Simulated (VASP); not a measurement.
# W (I4/mmm) in VASP: notebook, part 3 of 3

VASP 6.6.1. Earlier steps stand in the parts before.

### 4 Single point, PBE (strain -0.015 along x and y, +0.015 along z)

Contents of INCAR:

```
ALGO     = Fast           # electronic algorithm
EDIFF    = 1E-6           # SCF threshold, eV
ENCUT    = 520            # plane-wave cutoff, eV
GGA      = PE             # functional
ISIF     = 2              # what is computed and relaxed
ISMEAR   = 0              # smearing method
LASPH    = T              # aspherical terms in the spheres
LCHARG   = T              # write CHGCAR
LELF     = T              # ELF
LREAL    = F              # projectors in reciprocal space
LVHAR    = T            
LWAVE    = F              # write WAVECAR
NBANDS   = 13             # bands
NELM     = 60             # most SCF steps
PREC     = Accurate       # precision mode
SIGMA    = 0.15           # smearing width, eV
```

Contents of KPOINTS:

```
k-points
0
Gamma
  26 26 26
```

Contents of POSCAR:

```
W
1.0
   -1.5679026326      1.5679026326      1.6156560122
    1.5679026326     -1.5679026326      1.6156560122
    1.5679026326      1.5679026326     -1.6156560122
W
1
Direct
    0.0000000000      0.0000000000      0.0000000000
```

Potentials or basis: VASP PAW PBE potentials, release 64 (W_sv).

On the command line:

```
$ cat potpaw_PBE.64/W_sv/POTCAR > POTCAR
$ mpirun -np 1 vasp_std > vasp.out
```

OUTCAR:

```text
EDIFF = 1E-6
   ENCUT = 520
   GGA = PE
   ISIF = 2
   ISMEAR = 0
   LASPH = T
   LREAL = F
   NELM = 60
   PREC = Accurate

 ion  position               nearest neighbor table
   1  0.000  0.000  0.000-

  LATTYP: Found a body centered tetragonal cell.
 ALAT       =     3.1358052652
 C/A-ratio  =     1.0304568527

  Lattice vectors:

 A1 = (  -1.5679026326,   1.5679026326,   1.6156560122)
 A2 = (   1.5679026326,  -1.5679026326,   1.6156560122)
 A3 = (   1.5679026326,   1.5679026326,  -1.6156560122)

Analysis of symmetry for initial positions (statically):
=====================================================================
 Subroutine PRICEL returns:
 Original cell was already a primitive cell.

 Routine SETGRP: Setting up the symmetry group for a
 body centered tetragonal supercell.

 Subroutine GETGRP returns: Found 16 space group operations
 (whereof 16 operations were pure point group operations)
 out of a pool of 16 trial point group operations.

The static configuration has the point symmetry D_4h.

Analysis of symmetry for dynamics (positions and initial velocities):
=====================================================================
 Subroutine PRICEL returns:
 Original cell was already a primitive cell.

 Routine SETGRP: Setting up the symmetry group for a
 body centered tetragonal supercell.

 Subroutine GETGRP returns: Found 16 space group operations
 (whereof 16 operations were pure point group operations)
 out of a pool of 16 trial point group operations.

The dynamic configuration has the point symmetry D_4h.

 Subroutine INISYM returns: Found 16 space group operations
 (whereof 16 operations are pure point group operations),
 and found     1 'primitive' translations

----------------------------------------------------------------------------------------

                                     Primitive cell

  volume of cell :      15.8872

  direct lattice vectors                    reciprocal lattice vectors
[... 109 lines left out ...]
   LORBIT       =      0    0 simple, 1 ext, 2 COOP (PROOUT), +10 PAW based schemes
   GGA     = PE    functional components
   LHFCALC =     F    Hartree Fock is set to
   AEXX    =    0.0000 exact exchange contribution
   IVDW    =     0    specifies the selected vdW correction
   LEPSILON=     F    determine dielectric tensor
   LRPA    =     F    only Hartree local field effects (RPA)
 non-spin polarized calculation
 RMM-DIIS sequential band-by-band and
 Gauss-broadening in eV      SIGMA  =   0.15
  energy-cutoff  :      520.00
  volume of cell :       15.89
 maximum number of plane-waves:       442
   NGX = 11   NGY = 11   NGZ = 11

 number of electron      14.0000002 magnetization

 Free energy of the ion-electron system (eV)
  ---------------------------------------------------
  ext. energy  EPLUGINS =         0.00000000
  ---------------------------------------------------
  free energy    TOTEN  =       -12.94317387 eV

  energy without entropy =      -12.93803270  energy(sigma->0) =      -12.94060329

 E-fermi :  11.4171     XC(G=0): -13.6281

 val. band max:       11.4163572992   @ k =  -0.2308  -0.3077   0.2308
 cond. band min:      11.4182184799   @ k =  -0.2308   0.4615   0.2308
 fundamental gap:      0.0018611807
 Fermi energy:        11.4171145605

 k-point     1 :       0.0000    0.0000    0.0000
  band No.  band energies     occupation
      1     -62.7752      2.00000
      2     -26.3477      2.00000
      3     -26.3367      2.00000
      4     -26.3367      2.00000
      5       1.7865      2.00000
      6      10.0662      2.00000
      7      10.0662      2.00000
      8      10.4548      2.00000
      9      13.3951      0.00000
     10      13.9181      0.00000
     11      25.5540      0.00000
     12      26.1254      0.00000
     13      26.1254      0.00000
[... 354 lines left out ...]
  band No.  band energies     occupation
      1     -62.6547      2.00000
      2     -27.5123      2.00000
      3     -26.7116      2.00000
      4     -26.3491      2.00000
      5       5.2133      2.00000
      6       8.1693      2.00000
      7      10.8186      2.00000
      8      13.3949      0.00000
      9      14.3580      0.00000
     10      16.4810      0.00000
     11      23.2758      0.00000
     12      23.9473      0.00000
     13      29.9237      0.00000

 [... further k-points ...]
[... 5 lines left out ...]
  --------------------------------------------------------------------------------------
  -------------------------------------------------------------------------------------
  Total        0.8630146      0.8630146     -0.0758978      0.0000000     -0.0000000     -0.0000000
  in kB       87.0325426     87.0325426     -7.6540726      0.0000000     -0.0000000     -0.0000000
  external PRESSURE =      55.4703375 kB  Pullay stress =       0.0000000 kB

 VOLUME and BASIS-vectors are now :
 -----------------------------------------------------------------------------
  energy-cutoff  :      520.00
  volume of cell :       15.89
      direct lattice vectors                 reciprocal lattice vectors
    -1.567902633  1.567902633  1.615656012     0.000000000  0.318897353  0.309471816
     1.567902633 -1.567902633  1.615656012     0.318897353  0.000000000  0.309471816
     1.567902633  1.567902633 -1.615656012     0.318897353  0.318897353  0.000000000

 POSITION                                       TOTAL-FORCE (eV/Angst)
 -----------------------------------------------------------------------------------
      0.00000      0.00000      0.00000         0.000000      0.000000      0.000000
 -----------------------------------------------------------------------------------
    total drift:                                0.000000     -0.000000      0.000000

  FREE ENERGIE OF THE ION-ELECTRON SYSTEM (eV)
  ---------------------------------------------------
  free  energy   TOTEN  =       -12.9431738740 eV

  energy  without entropy=      -12.9380327026  energy(sigma->0) =      -12.94060329
```

Run time: 3.2 min. Hardware: 1 thread of Intel Xeon Platinum 8259CL at 2.50GHz (Skylake/Cascade Lake), shared host; peak memory 0.35 GiB.

What came out:

* Free energy: -12.9432 eV
* Pressure: 5.5 GPa
* Band gap on the k mesh: zero (band 7 reaches 16.48 eV, above the bottom of band 8 at 10.37 eV)

Caveat: the cell differs from its parent crystal (strain -0.015 along x and y, +0.015 along z); spin-orbit coupling is left out, which moves the levels of the heavy elements.

### 5 Single point, PBE (strain -0.015 along x and y, +0.030 along z)

Contents of INCAR:

```
PREC = Accurate ; ENCUT = 520
EDIFF = 1E-6 ; ISMEAR = 0
SIGMA = 0.15 ; LREAL = F
LASPH = T ; NELM = 60
ALGO = Fast ; ISIF = 2
LWAVE = F ; LCHARG = T
GGA = PE ; LELF = T
LVHAR = T ; NBANDS = 13
```

Contents of KPOINTS:

```
Automatic mesh
0
Gamma
  26 26 26
```

Contents of POSCAR:

```
W
1.0
   -1.5679026326      1.5679026326      1.6395327021
    1.5679026326     -1.5679026326      1.6395327021
    1.5679026326      1.5679026326     -1.6395327021
W
1
Direct
    0.0000000000      0.0000000000      0.0000000000
```

On the command line:

```
$ cat potpaw_PBE.64/W_sv/POTCAR > POTCAR
$ mpirun -np 1 vasp_std > vasp.out
```

Wall time 3.9 min (1 thread of Intel Xeon Platinum 8259CL at 2.50GHz (Skylake/Cascade Lake), shared host); peak memory 0.36 GiB.

Results (log left out):

| Property | Result |
| --- | --- |
| Free energy | -12.9369 eV |
| Pressure | 1.0 GPa |
| Band gap on the k mesh | zero (band 7 reaches 16.12 eV, above the bottom of band 8 at 10.30 eV) |

Stress tensor (GPa, compression positive):
```
 5.44  0.00  0.00
 0.00  5.44  0.00
 0.00  0.00 -7.84
```

Levels at points of the mesh, in eV from the Fermi level:
```
           k point  band 4  band 5  band 6  band 7  band 8  band 9  band 10  band 11
(0.00, 0.00, 0.00)  -37.79   -9.54   -1.37   -1.37   -0.81    1.82     2.57    13.95
(0.50, 0.00, 0.00)  -37.79   -6.17   -3.28    0.51    1.72    3.08     5.93    10.69
(0.50, 0.50, 0.00)  -37.83   -6.16   -3.86    0.86    2.61    3.33     6.08    11.05
(0.50, 0.50, 0.50)  -38.60   -5.76   -5.63    4.92    5.11    5.11     7.32     8.52
```

Caveat: the cell differs from its parent crystal (strain -0.015 along x and y, +0.030 along z); spin-orbit coupling is left out, which moves the levels of the heavy elements.

### 6 Single point, PBE (strain +0.015 along x and y, -0.030 along z)

Contents of INCAR:

```
SYSTEM = W
  PREC = Accurate
  ENCUT = 520
  EDIFF = 1E-6
  ISMEAR = 0
  SIGMA = 0.15
  LREAL = .False.
  LASPH = .True.
  NELM = 60
  ALGO = Fast
  ISIF = 2
  LWAVE = .False.
  LCHARG = .True.
  GGA = PE
  LELF = .True.
  LVHAR = .True.
  NBANDS = 13
```

Contents of KPOINTS:

```
Automatic mesh
0
Gamma
  26 26 26
  0 0 0
```

Contents of POSCAR:

```
W
1.0
   -1.6156560122      1.6156560122      1.5440259427
    1.6156560122     -1.6156560122      1.5440259427
    1.6156560122      1.6156560122     -1.5440259427
W
1
Direct
    0.0000000000      0.0000000000      0.0000000000
```

Potentials or basis: VASP PAW PBE potentials, release 64 (W_sv).

On the command line:

```
$ cat potpaw_PBE.64/W_sv/POTCAR > POTCAR
$ mpirun -np 1 vasp_std > vasp.out
```

It took 3.6 min on 1 thread of Intel Xeon Platinum 8259CL at 2.50GHz (Skylake/Cascade Lake), shared host; peak memory 0.37 GiB.

Results (log left out):

- Free energy: -12.9355 eV
- Pressure: 1.0 GPa
- Band gap on the k mesh: zero (band 7 reaches 16.19 eV, above the bottom of band 8 at 10.05 eV)

Stress tensor (GPa, compression positive):
```
-3.82  0.00  0.00
 0.00 -3.82  0.00
 0.00  0.00 10.69
```

Levels at points of the mesh, in eV from the Fermi level:
| k point | band 4 | band 5 | band 6 | band 7 | band 8 | band 9 | band 10 | band 11 |
| --- | --- | --- | --- | --- | --- | --- | --- | --- |
| (0.00, 0.00, 0.00) | -37.78 | -9.55 | -1.59 | -0.98 | -0.98 | 1.79 | 2.60 | 14.20 |
| (0.50, 0.00, 0.00) | -37.82 | -6.16 | -3.68 | 0.74 | 2.19 | 3.38 | 6.01 | 10.92 |
| (0.50, 0.50, 0.00) | -37.78 | -6.19 | -3.06 | 0.38 | 1.57 | 2.80 | 5.90 | 10.57 |
| (0.50, 0.50, 0.50) | -38.56 | -5.76 | -5.65 | 4.98 | 4.98 | 5.17 | 7.70 | 7.70 |

Caveat: the cell differs from its parent crystal (strain +0.015 along x and y, -0.030 along z); spin-orbit coupling is left out, which moves the levels of the heavy elements.

### 7 The runs side by side

```csv
cell,gap on the mesh (eV),pressure (GPa)
"a = 2.730 Å, angles 109.9, 109.9, 108.7°, 1 atom",none,10.4
"a = 2.743 Å, angles 109.1, 109.1, 110.3°, 1 atom",none,5.3
"a = 2.744 Å, angles 110.3, 110.3, 107.8°, 1 atom",none,5.5
"a = 2.758 Å, angles 110.7, 110.7, 107.0°, 1 atom",none,1.0
"a = 2.758 Å, angles 108.3, 108.3, 111.9°, 1 atom",none,1.0
```

Alike in all rows: task single point; level PBE; potentials or basis VASP PAW PBE potentials, release 64 (W_sv); no spin polarisation; k mesh 26 × 26 × 26; cutoff (eV) 520; smearing gaussian 0.15 eV.

Caveats: spin-orbit coupling is left out, which moves the levels of the heavy elements.

Total energies depend on the potentials used, so only differences within one code and one set of settings carry meaning.
